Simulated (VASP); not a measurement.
Write the native input for VASP 6.6.1 that does the following.

```yaml
Task: single point
Functional: PBE
Potentials_or_basis: VASP PAW PBE potentials, release 64 (Mg, O)
Cutoff: 600 eV
k_mesh: 8 × 8 × 8
Occupations: fermi-dirac, width 0.1 eV
Spin: no spin polarisation
Dipole_correction: no
Further_INCAR_settings: ALGO = Normal; EDIFF = 1e-06; NBANDS = 11
```

The structure of MgO lies in POSCAR:

```
MgO
1.0
    0.0000000000      2.1715000000      2.1715000000
    2.1715000000      0.0000000000      2.1715000000
    2.1715000000      2.1715000000      0.0000000000
Mg O
1 1
Direct
    0.0000000000      0.0000000000      0.0000000000
    0.5000000000      0.5000000000      0.5000000000
```

The input as run:

INCAR

```
ALGO     = Normal         # electronic algorithm
EDIFF    = 1E-6           # SCF threshold, eV
ENCUT    = 600            # plane-wave cutoff, eV
GGA      = PE             # functional
GGA_COMPAT= F            
ISIF     = 2              # what is computed and relaxed
ISMEAR   = -1             # smearing method
LASPH    = T              # aspherical terms in the spheres
LCHARG   = F              # write CHGCAR
LREAL    = F              # projectors in reciprocal space
LWAVE    = F              # write WAVECAR
NBANDS   = 11             # bands
NELM     = 120            # most SCF steps
PREC     = Accurate       # precision mode
SIGMA    = 0.1            # smearing width, eV
```

KPOINTS

```
k-points
0
Gamma
  8 8 8
```

Potentials or basis: VASP PAW PBE potentials, release 64 (Mg, O).

The run is started by

```console
$ cat potpaw_PBE.64/Mg/POTCAR potpaw_PBE.64/O/POTCAR > POTCAR
$ mpirun -np 1 vasp_std > vasp.out
```

It gave:

```
Pressure               : -9.2 GPa
Band gap on the k mesh : 3.88 eV, direct
```

Wall time 10 s on 1 thread of AMD EPYC 7R43 64-Core Processor (Zen 3) (shared host), peak memory 0.13 GiB.
